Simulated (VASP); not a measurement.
# CsLiCr2Te2S3 (P3m1) in VASP: settings compared

Aim: see how the results for CsLiCr2Te2S3 move with the level of theory and the settings. Levels: PBE+D4, PBEsol+D3(BJ), LDA. Tasks: single point, relaxation of cell and atoms.

Program: VASP 6.6.1. These are calculated values, not measurements. Logs are shortened: lines on timing, memory, paths and dates and some standing lists are left out, and cuts for length are marked.

### 1 The cell of the first run

Symmetry: P3m1, No. 156, trigonal system. Conventional cell: a = 3.559 Å, b = 3.559 Å, c = 17.847 Å, α = 90.00°, β = 90.00°, γ = 120.00°. Cs (site symmetry 3m) has 3 S at 3.34 Å and 6 Cs at 3.56 Å and 3 Te at 3.74 Å and 3 Cr at 4.39 Å within 4.4 Å. Li (site symmetry 3m) has 6 S at 2.57 to 2.59 Å within 3.4 Å. Within 3.1 Å of Cr (site symmetry 3m) lie 3 S at 2.37 Å and 3 Te at 2.71 Å. Within 3.2 Å of Cr (site symmetry 3m) lie 6 S at 2.41 to 2.43 Å. Within 4.7 Å of Te (site symmetry 3m) lie 9 Te at 3.56 to 4.03 Å and 3 Cs at 3.74 Å. Within 3.6 Å of Te (site symmetry 3m) lie 3 Cr at 2.71 Å and 6 Te at 3.56 Å. S (site symmetry 3m) has 3 Cr at 2.43 Å and 3 Li at 2.57 Å within 3.2 Å. Within 3.1 Å of S (site symmetry 3m) lie 3 Cr at 2.37 Å and 3 Li at 2.59 Å.

### 2 Single point, PBE+D4, collinear spin, ferromagnetic start

INCAR

```
ALGO = Normal
EDIFF = 1E-7
ENCUT = 520
GGA = PE
ISIF = 2
ISMEAR = -1
ISPIN = 2
IVDW = 13
LASPH = T
LCHARG = T
LELF = T
LMAXMIX = 4
LORBIT = 11
LREAL = F
LVHAR = T
LWAVE = F
MAGMOM = 0 0 3 3 0 0 0 0 0
NBANDS = 47
NELM = 150
PREC = Accurate
SIGMA = 0.05
```

KPOINTS

```
k-points
0
Gamma
  6 6 1
```

POSCAR

```
CsLiCr2Te2S3
1.0
    3.5591147344      0.0000000000      0.0000000000
   -1.7795573672      3.0822837750      0.0000000000
    0.0000000000      0.0000000000     17.8469716473
Cs Li Cr Te S
1 1 2 2 3
Direct
    0.0000000000      0.0000000000      0.3870355165
    0.6666666667      0.3333333333      0.0103227507
    0.0000000000      0.0000000000      0.8556690928
    0.3333333333      0.6666666667      0.1694612358
    0.3333333333      0.6666666667      0.5620576591
    0.6666666667      0.3333333333      0.7565140025
    0.0000000000      0.0000000000      0.0969626300
    0.3333333333      0.6666666667      0.9222480696
    0.6666666667      0.3333333333      0.2397390430
```

Potentials or basis: VASP PAW PBE potentials, release 64 (Cs_sv, Li_sv, Cr_pv, Te, S).

Started as:

```console
cat potpaw_PBE.64/Cs_sv/POTCAR potpaw_PBE.64/Li_sv/POTCAR potpaw_PBE.64/Cr_pv/POTCAR potpaw_PBE.64/Te/POTCAR potpaw_PBE.64/S/POTCAR > POTCAR
mpirun -np 1 vasp_std > vasp.out
```

OUTCAR:

```text
EDIFF = 1E-7
   ENCUT = 520
   GGA = PE
   ISIF = 2
   ISMEAR = -1
   ISPIN = 2
   IVDW = 13
   LASPH = T
   LORBIT = 11
   LREAL = F
   NELM = 150
   PREC = Accurate

 ion  position               nearest neighbor table
   1  0.000  0.000  0.387-
   2  0.667  0.333  0.010-   7 2.57   7 2.57   7 2.57   8 2.59   8 2.59   8 2.59
   3  0.000  0.000  0.856-   8 2.37   8 2.37   8 2.37   6 2.71   6 2.71   6 2.71
   4  0.333  0.667  0.169-   9 2.41   9 2.41   9 2.41   7 2.43   7 2.43   7 2.43
   5  0.333  0.667  0.562-
   6  0.667  0.333  0.757-   3 2.71   3 2.71   3 2.71
   7  0.000  0.000  0.097-   4 2.43   4 2.43   4 2.43   2 2.57   2 2.57   2 2.57
   8  0.333  0.667  0.922-   3 2.37   3 2.37   3 2.37   2 2.59   2 2.59   2 2.59
   9  0.667  0.333  0.240-   4 2.41   4 2.41   4 2.41

  LATTYP: Found a hexagonal cell.
 ALAT       =     3.5591147344
 C/A-ratio  =     5.0144412246

  Lattice vectors:

 A1 = (   3.5591147344,   0.0000000000,   0.0000000000)
 A2 = (  -1.7795573672,   3.0822837750,   0.0000000000)
 A3 = (   0.0000000000,   0.0000000000,  17.8469716473)

Analysis of symmetry for initial positions (statically):
=====================================================================
 Subroutine PRICEL returns:
 Original cell was already a primitive cell.

 Routine SETGRP: Setting up the symmetry group for a
 hexagonal supercell.

 Subroutine GETGRP returns: Found  6 space group operations
 (whereof  6 operations were pure point group operations)
 out of a pool of 24 trial point group operations.

The static configuration has the point symmetry C_3v.

Analysis of symmetry for dynamics (positions and initial velocities):
=====================================================================
 Subroutine PRICEL returns:
 Original cell was already a primitive cell.

 Routine SETGRP: Setting up the symmetry group for a
 hexagonal supercell.

 Subroutine GETGRP returns: Found  6 space group operations
 (whereof  6 operations were pure point group operations)
 out of a pool of 24 trial point group operations.

The dynamic configuration has the point symmetry C_3v.

Analysis of structural, dynamic, and magnetic symmetry:
=====================================================================
 Subroutine PRICEL returns:
 Original cell was already a primitive cell.

 Routine SETGRP: Setting up the symmetry group for a
 hexagonal supercell.

 Subroutine GETGRP returns: Found  6 space group operations
 (whereof  6 operations were pure point group operations)
 out of a pool of 24 trial point group operations.

The overall configuration has the point symmetry C_3v.

 Subroutine INISYM returns: Found  6 space group operations
 (whereof  6 operations are pure point group operations),
 and found     1 'primitive' translations

----------------------------------------------------------------------------------------

                                     Primitive cell

  volume of cell :     195.7849

  direct lattice vectors                    reciprocal lattice vectors
     3.559114734  0.000000000  0.000000000     0.280968745  0.162217381  0.000000000
    -1.779557367  3.082283775  0.000000000     0.000000000  0.324434761  0.000000000
     0.000000000  0.000000000 17.846971647     0.000000000  0.000000000  0.056031915

  length of vectors
     3.559114734  3.559114734 17.846971647     0.324434761  0.324434761  0.056031915

  position of ions in fractional coordinates (direct lattice)
     0.000000000  0.000000000  0.387035516
     0.666666667  0.333333333  0.010322751
     0.000000000  0.000000000  0.855669093
     0.333333333  0.666666667  0.169461236
     0.333333333  0.666666667  0.562057659
     0.666666667  0.333333333  0.756514002
     0.000000000  0.000000000  0.096962630
     0.333333333  0.666666667  0.922248070
     0.666666667  0.333333333  0.239739043

  ion indices of the primitive-cell ions
   primitive index   ion index
                 1           1
                 2           2
                 3           3
                 4           4
                 5           5
[... 44 lines left out ...]
   dimension x,y,z NGXF=    56 NGYF=   56 NGZF=  280
   ions per type =               1   1   2   2   3
   NGX,Y,Z   is equivalent  to a cutoff of  13.08, 13.08, 13.04 a.u.
   NGXF,Y,Z  is equivalent  to a cutoff of  26.16, 26.16, 26.08 a.u.
 SYSTEM =  unknown system
   PREC   = accura    normal or accurate (medium, high low for compatibility)
   ISTART =      0    job   : 0-new  1-cont  2-samecut
   ICHARG =      2    charge: 1-file 2-atom 10-const
   ISPIN  =      2    spin polarized calculation?
   LNONCOLLINEAR =      F non collinear calculations
   LSORBIT =      F    spin-orbit coupling
   LASPH  =      T    aspherical Exc in radial PAW
   ENCUT  =  520.0 eV  38.22 Ry    6.18 a.u.   6.62  6.62 33.18*2*pi/ulx,y,z
   NELM   =    150;   NELMIN=  2; NELMDL= -5     # of ELM steps
   EDIFF  = 0.1E-06   stopping-criterion for ELM
   LREAL  =      F    real-space projection
   EDIFFG = 0.1E-05   stopping-criterion for IOM
   NSW    =      0    number of steps for IOM
   IBRION =     -1    ionic relax: 0-MD 1-quasi-New 2-CG
   NFREE  =      0    steps in history (QN), initial steepest desc. (CG)
   ISIF   =      2    stress and relaxation
   ISYM   =      2    0-nonsym 1-usesym 2-fastsym
   POTIM  = 0.5000    time-step for ionic-motion
   TEBEG  =    0.0;   TEEND  =   0.0 temperature during run
   PSTRESS=    0.0 pullay stress
   NELECT =      66.0000    total number of electrons
   NUPDOWN=      -1.0000    fix difference up-down
   EMIN   =  10.00;   EMAX   =-10.00  energy-range for DOS
   EFERMI =   0.00;   METHOD = LEGACY
   ISMEAR =    -1;   SIGMA  =   0.05  broadening in eV -4-tet -1-fermi 0-gaus
   EFERMI_NEDOS =   21; number of points for ismear=-14 and -15
   IALGO  =     38    algorithm
   IMIX   =      4    mixing-type and parameters
     AMIX     =   0.40;   BMIX     =  1.00
     AMIX_MAG =   1.60;   BMIX_MAG =  1.00
  volume/ion in A,a.u.               =      21.75       146.80
  Fermi-wavevector in a.u.,A,eV,Ry     =   1.139366  2.153089 17.662456  1.298154
  Thomas-Fermi vector in A             =   2.276069
   LORBIT       =     11    0 simple, 1 ext, 2 COOP (PROOUT), +10 PAW based schemes
   GGA     = PE    functional components
   LHFCALC =     F    Hartree Fock is set to
   AEXX    =    0.0000 exact exchange contribution
   IVDW    =    13    specifies the selected vdW correction
   LEPSILON=     F    determine dielectric tensor
   LRPA    =     F    only Hartree local field effects (RPA)
 spin polarized calculation
  energy-cutoff  :      520.00
  volume of cell :      195.78
 maximum number of plane-waves:      5303
 NGX is ok and might be reduce to    28
   NGX = 13   NGY = 13   NGZ = 67

 number of electron      66.0000016 magnetization       5.6825826

 Free energy of the ion-electron system (eV)
  ---------------------------------------------------
  ext. energy  EPLUGINS =         0.00000000
  ---------------------------------------------------
  free energy    TOTEN  =       -46.10868494 eV

  energy without entropy =      -46.08571473  energy(sigma->0) =      -46.09719984

 E-fermi :   6.0243     XC(G=0):  -9.8958

 val. band max:        5.9905799384   @ k =   0.1667   0.0000   0.0000
 cond. band min:       6.0266563940   @ k =   0.1667   0.1667   0.0000
 fundamental gap:      0.0360764556
 Fermi energy:         6.0242733847

 spin component 1

 k-point     1 :       0.0000    0.0000    0.0000
  band No.  band energies     occupation
      1     -40.3016      1.00000
      2     -38.6245      1.00000
      3     -38.5952      1.00000
      4     -38.5952      1.00000
      5     -38.1275      1.00000
      6     -38.1225      1.00000
[... 325 lines left out ...]
     44      10.2902      0.00000
     45      10.6457      0.00000
 Fermi energy:         6.0242733847

 spin component 2

 k-point     1 :       0.0000    0.0000    0.0000
  band No.  band energies     occupation
      1     -40.3044      1.00000
      2     -35.6900      1.00000
      3     -35.6717      1.00000
      4     -35.6717      1.00000
      5     -35.4362      1.00000
      6     -35.3528      1.00000
[... 325 lines left out ...]
     44      10.5530      0.00000
     45      10.6765      0.00000
 [bands above 45 left out]

------------------------ aborting loop because EDIFF is reached ----------------------------------------

  DFT-D4 for vdW energy calculation

  Edisp (eV):   -3.28462

  FORCE on cell =-STRESS in cart. coord.  units (eV):
  Direction    XX          YY          ZZ          XY          YZ          ZX
  --------------------------------------------------------------------------------------
  -------------------------------------------------------------------------------------
  Total       0.02983     0.02983     0.05064     0.00000     0.00000     0.00000
  in kB       0.24408     0.24408     0.41437     0.00000     0.00000     0.00000
  external pressure =        0.30 kB  Pullay stress =        0.00 kB

 VOLUME and BASIS-vectors are now :
 -----------------------------------------------------------------------------
  energy-cutoff  :      520.00
  volume of cell :      195.78
      direct lattice vectors                 reciprocal lattice vectors
     3.559114734  0.000000000  0.000000000     0.280968745  0.162217381  0.000000000
    -1.779557367  3.082283775  0.000000000     0.000000000  0.324434761  0.000000000
     0.000000000  0.000000000 17.846971647     0.000000000  0.000000000  0.056031915

 POSITION                                       TOTAL-FORCE (eV/Angst)
 -----------------------------------------------------------------------------------
      0.00000      0.00000      6.90741         0.000000     -0.000000      0.005671
      1.77956      1.02743      0.18423         0.000000     -0.000000      0.000799
      0.00000      0.00000     15.27110        -0.000000      0.000000     -0.004690
     -0.00000      2.05486      3.02437        -0.000000      0.000000     -0.002808
     -0.00000      2.05486     10.03103        -0.000000      0.000000      0.014163
      1.77956      1.02743     13.50148        -0.000000     -0.000000     -0.008568
      0.00000      0.00000      1.73049        -0.000000      0.000000     -0.000592
     -0.00000      2.05486     16.45934        -0.000000      0.000000      0.009942
      1.77956      1.02743      4.27862         0.000000      0.000000     -0.013917
 -----------------------------------------------------------------------------------
    total drift:                               -0.000002      0.000001     -0.000313

  FREE ENERGIE OF THE ION-ELECTRON SYSTEM (eV)
  ---------------------------------------------------
  free  energy   TOTEN  =       -49.3933019945 eV

  energy  without entropy=      -49.3703317943  energy(sigma->0) =      -49.38181689

 total charge

# of ion       s       p       d       tot
------------------------------------------
    1        1.841   4.691   0.091   6.622
    2        2.010   0.042   0.000   2.052
    3        0.279   6.265   4.145  10.689
    4        0.276   6.275   4.064  10.615
    5        1.418   1.816   0.020   3.254
    6        1.399   1.947   0.042   3.387
    7        1.324   2.444   0.000   3.769
    8        1.324   2.439   0.000   3.764
    9        1.328   2.433   0.000   3.761
--------------------------------------------------
tot         11.199  28.351   8.362  47.913

 magnetization (x)

# of ion       s       p       d       tot
------------------------------------------
    1        0.001  -0.001   0.001   0.001
    2        0.000  -0.001   0.000  -0.001
    3        0.039   0.030   2.667   2.735
    4        0.042   0.040   2.828   2.909
    5        0.003   0.038   0.001   0.042
    6       -0.003  -0.162   0.002  -0.164
    7       -0.003  -0.049   0.000  -0.052
    8       -0.005  -0.069   0.000  -0.074
    9       -0.004  -0.061   0.000  -0.066
--------------------------------------------------
tot          0.069  -0.236   5.498   5.331
```

Wall time 9.6 min (1 thread of AMD EPYC 7R43 (Zen 3), shared host); peak memory 0.41 GiB.

What came out:

```yaml
Free_energy: -49.3933 eV
Largest_force: 0.014 eV/Å
Net_moment: 5.68 μB per cell
Site_moments: Cs +0.00; Li -0.00; Cr +2.73, +2.91; Te +0.04, -0.16; S -0.05, -0.07 μB
Valence_electrons_inside_the_program's_atomic_spheres: Cs 6.62; Li 2.05; Cr 10.69, 10.62; Te 3.25, 3.39; S 3.77, 3.76
Dispersion_energy_per_atom: -0.365 eV
```

Forces on the atoms (eV/Å):
```
Cs   0.000  0.000  0.006
Li   0.000  0.000  0.001
Cr   0.000  0.000 -0.005
Cr   0.000  0.000 -0.003
Te   0.000  0.000  0.014
Te   0.000  0.000 -0.009
S    0.000  0.000 -0.001
S    0.000  0.000  0.010
S    0.000  0.000 -0.014
```

Levels at points of the mesh, in eV from the Fermi level:
Spin up:
| k point | band 32 | band 33 | band 34 | band 35 | band 36 | band 37 | band 38 | band 39 | band 40 | band 41 |
| --- | --- | --- | --- | --- | --- | --- | --- | --- | --- | --- |
| (0.00, 0.00, 0.00) | -1.08 | -0.41 | 0.45 | 0.45 | 1.23 | 1.64 | 1.64 | 2.02 | 2.02 | 2.82 |
| (0.50, 0.00, 0.00) | -1.41 | -1.28 | -1.12 | -0.86 | -0.77 | 0.33 | 0.65 | 1.26 | 1.40 | 1.69 |
Spin down:
| k point | band 28 | band 29 | band 30 | band 31 | band 32 | band 33 |
| --- | --- | --- | --- | --- | --- | --- |
| (0.00, 0.00, 0.00) | 0.71 | 0.71 | 0.84 | 0.84 | 1.08 | 1.08 |
| (0.50, 0.00, 0.00) | -2.11 | -1.09 | -0.97 | 0.23 | 0.41 | 0.63 |

Caveat: the cutoff is under 1.25 times the usual one of these potentials, so pressure, stress and relaxed cells hold a basis-set (Pulay) error; spin-orbit coupling is left out, which moves the levels of the heavy elements; only a ferromagnetic start was run, and an antiferromagnetic order may lie lower in energy; pairwise dispersion overbinds metals, which lowers pressure and volume.

### 3 Single point, PBEsol+D3(BJ), collinear spin, ferromagnetic start

This run uses another cell than the first one, of 21.02 Å³/atom, 0.966 times its volume.

INCAR

```
PREC = Accurate
ENCUT = 520
EDIFF = 1E-7
ISMEAR = -1
SIGMA = 0.05
LREAL = F
LASPH = T
NELM = 150
ALGO = Normal
ISIF = 2
LWAVE = F
LCHARG = F
ISPIN = 2
MAGMOM = 0 0 3 3 0 0 0 0 0
LORBIT = 11
LMAXMIX = 4
GGA = PS
IVDW = 12
NBANDS = 47
```

KPOINTS

```
Automatic mesh
0
Gamma
  6 6 1
```

POSCAR

```
CsLiCr2Te2S3
1.0
    3.5207492541      0.0000000000      0.0000000000
   -1.7603746270      3.0490582944      0.0000000000
    0.0000000000      0.0000000000     17.6198826643
Cs Li Cr Te S
1 1 2 2 3
Direct
    0.0000000000      0.0000000000      0.3883536395
    0.6666666667      0.3333333333      0.0206435693
    0.0000000000      0.0000000000      0.8501857275
    0.3333333333      0.6666666667      0.1738058315
    0.3333333333      0.6666666667      0.5611127818
    0.6666666667      0.3333333333      0.7427000059
    0.0000000000      0.0000000000      0.1008358887
    0.3333333333      0.6666666667      0.9191834118
    0.6666666667      0.3333333333      0.2431891440
```

Potentials or basis: VASP PAW PBE potentials, release 64 (Cs_sv, Li_sv, Cr_pv, Te, S).

Started as:

```console
cat potpaw_PBE.64/Cs_sv/POTCAR potpaw_PBE.64/Li_sv/POTCAR potpaw_PBE.64/Cr_pv/POTCAR potpaw_PBE.64/Te/POTCAR potpaw_PBE.64/S/POTCAR > POTCAR
mpirun -np 1 vasp_std > vasp.out
```

It took 7.8 min on 1 thread of AMD EPYC 7R43 (Zen 3), shared host; peak memory 0.42 GiB.

Results (log left out):

```yaml
Free_energy: -52.5469 eV
Largest_force: 0.105 eV/Å
Net_moment: 5.85 μB per cell
Site_moments: Cs -0.00; Li -0.00; Cr +2.82, +2.84; Te +0.06, -0.12; S -0.04, -0.07, -0.06 μB
Valence_electrons_inside_the_program's_atomic_spheres: Cs 6.62; Li 2.06; Cr 10.66, 10.70; Te 3.26, 3.35; S 3.76, 3.72, 3.74
Dispersion_energy_per_atom: -0.365 eV
```

Forces in eV/Å, atoms in the order of the input:
```
Cs   0.000  0.000  0.005
Li   0.000  0.000 -0.052
Cr   0.000  0.000 -0.024
Cr   0.000  0.000 -0.003
Te   0.000  0.000  0.025
Te   0.000  0.000  0.105
S    0.000  0.000 -0.006
S    0.000  0.000 -0.032
S    0.000  0.000 -0.017
```

Levels at points of the mesh, in eV from the Fermi level:
Spin up:
```csv
k point,band 33,band 34,band 35,band 36,band 37,band 38,band 39,band 40
"(0.00, 0.00, 0.00)",-0.48,0.59,0.59,1.28,1.57,1.57,2.08,2.08
"(0.50, 0.00, 0.00)",-1.31,-1.15,-0.82,-0.73,0.30,0.60,1.21,1.30
```
Spin down:
| k point | band 28 | band 29 | band 30 | band 31 | band 32 | band 33 |
| --- | --- | --- | --- | --- | --- | --- |
| (0.00, 0.00, 0.00) | 0.54 | 0.54 | 0.90 | 0.90 | 1.02 | 1.16 |
| (0.50, 0.00, 0.00) | -2.30 | -1.09 | -0.80 | -0.02 | 0.43 | 0.51 |

Caveat: the cutoff is under 1.25 times the usual one of these potentials, so pressure, stress and relaxed cells hold a basis-set (Pulay) error; the PAW data sets were made with another functional, which shifts forces and pressure a little; spin-orbit coupling is left out, which moves the levels of the heavy elements; only a ferromagnetic start was run, and an antiferromagnetic order may lie lower in energy; pairwise dispersion overbinds metals, which lowers pressure and volume. With open d or f shells a metallic result of PBEsol can be an artefact of self-interaction; +U or a hybrid may open a gap.

(Continued in part 2 of 2.)
